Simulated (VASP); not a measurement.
# Ir (Im-3m) in VASP: further runs

Ir is run at these levels: r2SCAN; tasks: single point, relaxation of cell and atoms.

Everything below comes from runs of VASP 6.6.1. Logs are shortened: lines on timing, memory, paths and dates and some standing lists are left out, and cuts for length are marked.

### Step 1. The cell of the first run

Symmetry: Im-3m, No. 229, cubic system. The conventional cell has a = 3.088 Å, b = 3.088 Å, c = 3.088 Å, α = 90.00°, β = 90.00°, γ = 90.00°. Ir (site symmetry m-3m) has 14 Ir at 2.67 to 3.09 Å within 3.5 Å.

### Step 2. Single point, r2SCAN

The input, POSCAR:

```
Ir
1.0
   -1.5441066769      1.5441066769      1.5441066769
    1.5441066769     -1.5441066769      1.5441066769
    1.5441066769      1.5441066769     -1.5441066769
Ir
1
Direct
    0.0000000000      0.0000000000      0.0000000000
```

The input, INCAR.step1:

```
  ALGO = Normal
  EDIFF = 1E-4
  ENCUT = 520
  GGA = PE
  ISMEAR = -1
  LASPH = True
  LCHARG = False
  LREAL = False
  LWAVE = True
  NBANDS = 10
  NELM = 100
  PREC = Accurate
  SIGMA = 0.1
```

The input, INCAR.step2:

```
  ALGO = Normal
  EDIFF = 1E-7
  ENCUT = 520
  ISIF = 2
  ISMEAR = -1
  ISTART = 1
  LASPH = True
  LCHARG = True
  LELF = True
  LMIXTAU = True
  LREAL = False
  LVHAR = True
  LWAVE = False
  METAGGA = R2SCAN
  NBANDS = 10
  NELM = 100
  PREC = Accurate
  SIGMA = 0.1
```

The input, KPOINTS:

```
k-points
0
Gamma
  23 23 23
```

Potentials or basis: VASP PAW PBE potentials, release 64 (Ir).

Started as:

```
> cat potpaw_PBE.64/Ir/POTCAR > POTCAR
> cp INCAR.step1 INCAR
> mpirun -np 1 vasp_std > vasp.out
> cp INCAR.step2 INCAR
> mpirun -np 1 vasp_std > vasp.out
```

OUTCAR:

```text
EDIFF = 1E-7
   ENCUT = 520
   ISIF = 2
   ISMEAR = -1
   ISTART = 1
   LASPH = True
   LREAL = False
   METAGGA = R2SCAN
   NELM = 100
   PREC = Accurate

 ion  position               nearest neighbor table
   1  0.000  0.000  0.000-

  LATTYP: Found a body centered cubic cell.
 ALAT       =     3.0882133538

  Lattice vectors:

 A1 = (  -1.5441066769,   1.5441066769,   1.5441066769)
 A2 = (   1.5441066769,  -1.5441066769,   1.5441066769)
 A3 = (   1.5441066769,   1.5441066769,  -1.5441066769)

Analysis of symmetry for initial positions (statically):
=====================================================================
 Subroutine PRICEL returns:
 Original cell was already a primitive cell.

 Routine SETGRP: Setting up the symmetry group for a
 body centered cubic supercell.

 Subroutine GETGRP returns: Found 48 space group operations
 (whereof 48 operations were pure point group operations)
 out of a pool of 48 trial point group operations.

The static configuration has the point symmetry O_h .

Analysis of symmetry for dynamics (positions and initial velocities):
=====================================================================
 Subroutine PRICEL returns:
 Original cell was already a primitive cell.

 Routine SETGRP: Setting up the symmetry group for a
 body centered cubic supercell.

 Subroutine GETGRP returns: Found 48 space group operations
 (whereof 48 operations were pure point group operations)
 out of a pool of 48 trial point group operations.

The dynamic configuration has the point symmetry O_h .

 Subroutine INISYM returns: Found 48 space group operations
 (whereof 48 operations are pure point group operations),
 and found     1 'primitive' translations

----------------------------------------------------------------------------------------

                                     Primitive cell

  volume of cell :      14.7262

  direct lattice vectors                    reciprocal lattice vectors
    -1.544106677  1.544106677  1.544106677     0.000000000  0.323811824  0.323811824
     1.544106677 -1.544106677  1.544106677     0.323811824  0.000000000  0.323811824
     1.544106677  1.544106677 -1.544106677     0.323811824  0.323811824  0.000000000

  length of vectors
     2.674471217  2.674471217  2.674471217     0.457939074  0.457939074  0.457939074

  position of ions in fractional coordinates (direct lattice)
     0.000000000  0.000000000  0.000000000
[... 78 lines left out ...]
   EDIFFG = 0.1E-05   stopping-criterion for IOM
   NSW    =      0    number of steps for IOM
   IBRION =     -1    ionic relax: 0-MD 1-quasi-New 2-CG
   NFREE  =      0    steps in history (QN), initial steepest desc. (CG)
   ISIF   =      2    stress and relaxation
   ISYM   =      2    0-nonsym 1-usesym 2-fastsym
   POTIM  = 0.5000    time-step for ionic-motion
   TEBEG  =    0.0;   TEEND  =   0.0 temperature during run
   PSTRESS=    0.0 pullay stress
   NELECT =       9.0000    total number of electrons
   NUPDOWN=      -1.0000    fix difference up-down
   EMIN   =  10.00;   EMAX   =-10.00  energy-range for DOS
   EFERMI =   0.00;   METHOD = LEGACY
   ISMEAR =    -1;   SIGMA  =   0.10  broadening in eV -4-tet -1-fermi 0-gaus
   EFERMI_NEDOS =   21; number of points for ismear=-14 and -15
   IALGO  =     38    algorithm
   IMIX   =      4    mixing-type and parameters
     AMIX     =   0.40;   BMIX     =  1.00
     AMIX_MAG =   1.60;   BMIX_MAG =  1.00
  volume/ion in A,a.u.               =      14.73        99.38
  Fermi-wavevector in a.u.,A,eV,Ry     =   1.389286  2.625370 26.260822  1.930116
  Thomas-Fermi vector in A             =   2.513331
   LORBIT       =      0    0 simple, 1 ext, 2 COOP (PROOUT), +10 PAW based schemes
   METAGGA = R2SCAN    functional components
   LHFCALC =     F    Hartree Fock is set to
   AEXX    =    0.0000 exact exchange contribution
   IVDW    =     0    specifies the selected vdW correction
   LEPSILON=     F    determine dielectric tensor
   LRPA    =     F    only Hartree local field effects (RPA)
 non-spin polarized calculation
  energy-cutoff  :      520.00
  volume of cell :       14.73
 maximum number of plane-waves:       410
   NGX =  9   NGY =  9   NGZ =  9

 number of electron       9.0000001 magnetization

 Free energy of the ion-electron system (eV)
  ---------------------------------------------------
  ext. energy  EPLUGINS =         0.00000000
  ---------------------------------------------------
  free energy    TOTEN  =       -51.72222583 eV

  energy without entropy =      -51.65235139  energy(sigma->0) =      -51.68728861

 E-fermi :   9.2538     XC(G=0): -15.0312

 val. band max:        9.2497652646   @ k =  -0.2609   0.3913   0.1304
 cond. band min:       9.2552033647   @ k =   0.3913   0.1304   0.0870
 fundamental gap:      0.0054381000
 Fermi energy:         9.2537641840

 k-point     1 :       0.0000    0.0000    0.0000
  band No.  band energies     occupation
      1      -1.5752      2.00000
      2       5.6294      2.00000
      3       5.6294      2.00000
      4       5.6294      2.00000
      5       8.6904      1.99287
      6       8.6904      1.99287
      7      27.1721      0.00000
      8      27.1721      0.00000
      9      27.1721      0.00000
     10      38.2448      0.00000
[... 287 lines left out ...]
 k-point    24 :       0.0870    0.0870    0.0000
  band No.  band energies     occupation
      1      -0.5524      2.00000
      2       5.2797      2.00000
      3       5.4125      2.00000
      4       6.6092      2.00000
      5       8.1770      1.99996
      6       8.7792      1.98277
      7      27.5636      0.00000
      8      28.0589      0.00000
      9      28.3489      0.00000
     10      33.4915      0.00000

 [... further k-points ...]

------------------------ aborting loop because EDIFF is reached ----------------------------------------

  FORCE on cell =-STRESS in cart. coord.  units (eV):
  Direction    XX          YY          ZZ          XY          YZ          ZX
  --------------------------------------------------------------------------------------
  -------------------------------------------------------------------------------------
  Total        0.2239688      0.2239688      0.2239688      0.0000000     -0.0000000      0.0000000
  in kB       24.3672330     24.3672330     24.3672330      0.0000000     -0.0000000      0.0000000
  external PRESSURE =      24.3672330 kB  Pullay stress =       0.0000000 kB

 VOLUME and BASIS-vectors are now :
 -----------------------------------------------------------------------------
  energy-cutoff  :      520.00
  volume of cell :       14.73
      direct lattice vectors                 reciprocal lattice vectors
    -1.544106677  1.544106677  1.544106677     0.000000000  0.323811824  0.323811824
     1.544106677 -1.544106677  1.544106677     0.323811824  0.000000000  0.323811824
     1.544106677  1.544106677 -1.544106677     0.323811824  0.323811824  0.000000000

 POSITION                                       TOTAL-FORCE (eV/Angst)
 -----------------------------------------------------------------------------------
      0.00000      0.00000      0.00000         0.000000      0.000000     -0.000000
 -----------------------------------------------------------------------------------
    total drift:                                0.000000     -0.000000      0.000000

  FREE ENERGIE OF THE ION-ELECTRON SYSTEM (eV)
  ---------------------------------------------------
  free  energy   TOTEN  =       -51.7222258341 eV

  energy  without entropy=      -51.6523513861  energy(sigma->0) =      -51.68728861
```

OUTCAR.step1:

```text
EDIFF = 1E-4
   ENCUT = 520
   GGA = PE
   ISMEAR = -1
   LASPH = True
[... 526 lines left out ...]

 POSITION                                       TOTAL-FORCE (eV/Angst)
 -----------------------------------------------------------------------------------
      0.00000      0.00000      0.00000         0.000000     -0.000000      0.000000
 -----------------------------------------------------------------------------------
    total drift:                                0.000000     -0.000000      0.000000

  FREE ENERGIE OF THE ION-ELECTRON SYSTEM (eV)
  ---------------------------------------------------
  free  energy   TOTEN  =        -8.2468659476 eV

  energy  without entropy=       -8.1731420723  energy(sigma->0) =       -8.21000401
```

OSZICAR.step1:

```text
N       E                     dE             d eps       ncg     rms          rms(c)
DAV:   1     0.478741941642E+02    0.47874E+02   -0.43490E+03  7344   0.816E+02
DAV:   2    -0.779430119749E+01   -0.55668E+02   -0.53302E+02  7456   0.195E+02
DAV:   3    -0.869738167427E+01   -0.90308E+00   -0.89521E+00  8494   0.300E+01
DAV:   4    -0.870578927436E+01   -0.84076E-02   -0.84049E-02  8312   0.269E+00
DAV:   5    -0.870596010979E+01   -0.17084E-03   -0.17083E-03  8366   0.369E-01    0.146E+01
DAV:   6    -0.832181298044E+01    0.38415E+00   -0.69326E-01  8138   0.100E+01    0.658E+00
DAV:   7    -0.825179869788E+01    0.70014E-01   -0.23146E-01  8364   0.526E+00    0.174E+00
DAV:   8    -0.824850386692E+01    0.32948E-02   -0.10694E-02  8030   0.149E+00    0.106E+00
DAV:   9    -0.824685976075E+01    0.16441E-02   -0.93948E-04  7986   0.448E-01    0.180E-02
DAV:  10    -0.824686594764E+01   -0.61869E-05   -0.40120E-06  4102   0.180E-02
   1 F= -.82468659E+01 E0= -.82100040E+01  d E =-.737239E-01
```

It took 3.8 min on 1 thread of AMD EPYC 7R43 (Zen 3), shared host; peak memory 0.14 GiB.

Results:

```yaml
Free_energy: -51.7222 eV
Pressure: 2.4 GPa
```

Caveat: the PAW data sets were made with another functional, which shifts forces and pressure a little; spin-orbit coupling is left out, which moves the levels of the heavy elements.

### Step 3. Relaxation of cell and atoms, r2SCAN

This run uses another cell than the first one, of 14.15 Å³/atom, 0.961 times its volume.

The input, POSCAR:

```
Ir
1.0
   -1.5236668997      1.5236668997      1.5236668997
    1.5236668997     -1.5236668997      1.5236668997
    1.5236668997      1.5236668997     -1.5236668997
Ir
1
Direct
    0.0000000000      0.0000000000      0.0000000000
```

The input, INCAR.step1:

```
SYSTEM = Ir
  ALGO = Normal
  EDIFF = 1E-4
  ENCUT = 600
  GGA = PE
  ISMEAR = -1
  LASPH = .True.
  LCHARG = .False.
  LREAL = .False.
  LWAVE = .True.
  NELM = 60
  PREC = Accurate
  SIGMA = 0.1
```

The input, INCAR.step2:

```
SYSTEM = Ir
  ALGO = Normal
  EDIFF = 1E-7
  EDIFFG = -0.01
  ENCUT = 600
  IBRION = 2
  ISIF = 3
  ISMEAR = -1
  ISTART = 1
  LASPH = .True.
  LCHARG = .False.
  LMIXTAU = .True.
  LREAL = .False.
  LWAVE = .False.
  METAGGA = R2SCAN
  NELM = 60
  NSW = 80
  PREC = Accurate
  SIGMA = 0.1
```

The input, KPOINTS:

```
k-points
0
Gamma
  14 14 14
  0 0 0
```

Potentials or basis: VASP PAW PBE potentials, release 64 (Ir).

Started as:

```
> cat potpaw_PBE.64/Ir/POTCAR > POTCAR
> cp INCAR.step1 INCAR
> mpirun -np 1 vasp_std > vasp.out
> cp INCAR.step2 INCAR
> mpirun -np 1 vasp_std > vasp.out
```

OUTCAR:

```text
SYSTEM = Ir
   EDIFF = 1E-7
   EDIFFG = -0.01
   ENCUT = 600
   IBRION = 2
   ISIF = 3
   ISMEAR = -1
   ISTART = 1
   LASPH = .True.
   LREAL = .False.
   METAGGA = R2SCAN
   NELM = 60
   NSW = 80
   PREC = Accurate

 ion  position               nearest neighbor table
   1  0.000  0.000  0.000-

  LATTYP: Found a body centered cubic cell.
 ALAT       =     3.0473337994

  Lattice vectors:

 A1 = (  -1.5236668997,   1.5236668997,   1.5236668997)
 A2 = (   1.5236668997,  -1.5236668997,   1.5236668997)
 A3 = (   1.5236668997,   1.5236668997,  -1.5236668997)

Analysis of symmetry for initial positions (statically):
=====================================================================
 Subroutine PRICEL returns:
 Original cell was already a primitive cell.

 Routine SETGRP: Setting up the symmetry group for a
 body centered cubic supercell.

 Subroutine GETGRP returns: Found 48 space group operations
 (whereof 48 operations were pure point group operations)
[... 170 lines left out ...]
  -------------------------------------------------------------------------------------
  Total        1.5498976      1.5498976      1.5498976      0.0000000      0.0000000      0.0000000
  in kB      175.5025782    175.5025782    175.5025782      0.0000000      0.0000000      0.0000000
  external PRESSURE =     175.5025782 kB  Pullay stress =       0.0000000 kB
[... 92 lines left out ...]
--------------------------------------- Ionic step        4  -------------------------------------------

 number of electron       9.0000000 magnetization

 Free energy of the ion-electron system (eV)
  ---------------------------------------------------
  ext. energy  EPLUGINS =         0.00000000
  ---------------------------------------------------
  free energy    TOTEN  =       -51.72538878 eV

  energy without entropy =      -51.65664650  energy(sigma->0) =      -51.69101764

 E-fermi :   9.1292     XC(G=0): -14.9826

 val. band max:        9.1286430183   @ k =  -0.2857   0.3571   0.0714
 cond. band min:       9.1328606593   @ k =   0.3571   0.1429   0.1429
 fundamental gap:      0.0042176410
 Fermi energy:         9.1291510863

 k-point     1 :       0.0000    0.0000    0.0000
  band No.  band energies     occupation
      1      -1.6172      2.00000
      2       5.5507      2.00000
      3       5.5507      2.00000
      4       5.5507      2.00000
      5       8.5819      1.99163
      6       8.5819      1.99163
      7      27.0516      0.00000
      8      27.0516      0.00000
[... 243 lines left out ...]
 k-point    24 :       0.3571    0.2857    0.0000
  band No.  band energies     occupation
      1       3.1196      2.00000
      2       4.4798      2.00000
      3       5.2245      2.00000
      4       8.7262      1.96505
      5       9.1743      0.77782
      6      16.0884      0.00000
      7      16.9932      0.00000
      8      19.5578      0.00000

 [... further k-points ...]

------------------------ aborting loop because EDIFF is reached ----------------------------------------

  FORCE on cell =-STRESS in cart. coord.  units (eV):
  Direction    XX          YY          ZZ          XY          YZ          ZX
  --------------------------------------------------------------------------------------
  -------------------------------------------------------------------------------------
  Total       -0.0089919     -0.0089919     -0.0089919      0.0000000      0.0000000      0.0000000
  in kB       -0.9713087     -0.9713087     -0.9713087      0.0000000      0.0000000      0.0000000
  external PRESSURE =      -0.9713087 kB  Pullay stress =       0.0000000 kB
[... 16 lines left out ...]
  FREE ENERGIE OF THE ION-ELECTRON SYSTEM (eV)
  ---------------------------------------------------
  free  energy   TOTEN  =       -51.7253887770 eV

  energy  without entropy=      -51.6566464979  energy(sigma->0) =      -51.69101764

 reached required accuracy - stopping structural energy minimisation
```

OSZICAR.step1:

```text
N       E                     dE             d eps       ncg     rms          rms(c)
DAV:   1     0.475168366727E+02    0.47517E+02   -0.49362E+03  1672   0.115E+03
DAV:   2    -0.795509052337E+01   -0.55472E+02   -0.54393E+02  1712   0.215E+02
DAV:   3    -0.863308005828E+01   -0.67799E+00   -0.67258E+00  2192   0.325E+01
DAV:   4    -0.863915110550E+01   -0.60710E-02   -0.60655E-02  2088   0.239E+00
DAV:   5    -0.863922085295E+01   -0.69747E-04   -0.69747E-04  2280   0.187E-01    0.163E+01
DAV:   6    -0.827563151561E+01    0.36359E+00   -0.71403E-01  1864   0.118E+01    0.754E+00
DAV:   7    -0.820023968248E+01    0.75392E-01   -0.27002E-01  2080   0.674E+00    0.171E+00
DAV:   8    -0.819743361690E+01    0.28061E-02   -0.13061E-02  1864   0.198E+00    0.127E+00
DAV:   9    -0.819504208642E+01    0.23915E-02   -0.15235E-03  1728   0.683E-01    0.156E-02
DAV:  10    -0.819504712913E+01   -0.50427E-05   -0.31700E-06   960   0.199E-02
   1 F= -.81950471E+01 E0= -.81614169E+01  d E =-.672604E-01
```

Wall time 7.3 min (1 thread of AMD EPYC 7R43 (Zen 3), shared host); peak memory 0.15 GiB.

Results:

```yaml
Free_energy: -51.7254 eV
Relaxed_volume: 14.83 Å³/atom
Relaxed_cell: a = 2.681 Å, b = 2.681 Å, c = 2.681 Å, α = 109.47°, β = 109.47°, γ = 109.47°
Space_group_after_relaxing_to_0.05_Å: Im-3m (No. 229)
Energy_gained_by_relaxing: 35.4 meV/atom
Ionic_steps: 4
Pressure_after_relaxing: -0.1 GPa
```

Step by step:
| step | energy change (eV) | largest force (eV/Å) | pressure (GPa) | volume (Å³) |
| --- | --- | --- | --- | --- |
| 1 | 0.0000 | 0.0000 | 17.55 | 14.15 |
| 2 | 0.3352 | 0.0000 | -36.30 | 17.57 |
| 3 | -0.0352 | 0.0000 | -1.20 | 14.88 |
| 4 | -0.0354 | 0.0000 | -0.10 | 14.83 |

Final structure:
```
Ir
1.0
    -1.54780    1.54780    1.54780
     1.54780   -1.54780    1.54780
     1.54780    1.54780   -1.54780
Ir
1
Direct
  0.00000 0.00000 0.00000
```

Levels at points of the mesh, in eV from the Fermi level:
| k point | band 2 | band 3 | band 4 | band 5 | band 6 | band 7 |
| --- | --- | --- | --- | --- | --- | --- |
| (0.00, 0.00, 0.00) | -3.58 | -3.58 | -3.58 | -0.55 | -0.55 | 17.92 |
| (0.50, 0.00, 0.00) | -5.43 | -0.71 | -0.06 | 0.04 | 2.29 | 8.19 |
| (0.50, 0.50, 0.50) | -7.08 | 1.59 | 1.59 | 1.59 | 8.33 | 8.33 |

Caveat: the PAW data sets were made with another functional, which shifts forces and pressure a little; spin-orbit coupling is left out, which moves the levels of the heavy elements.
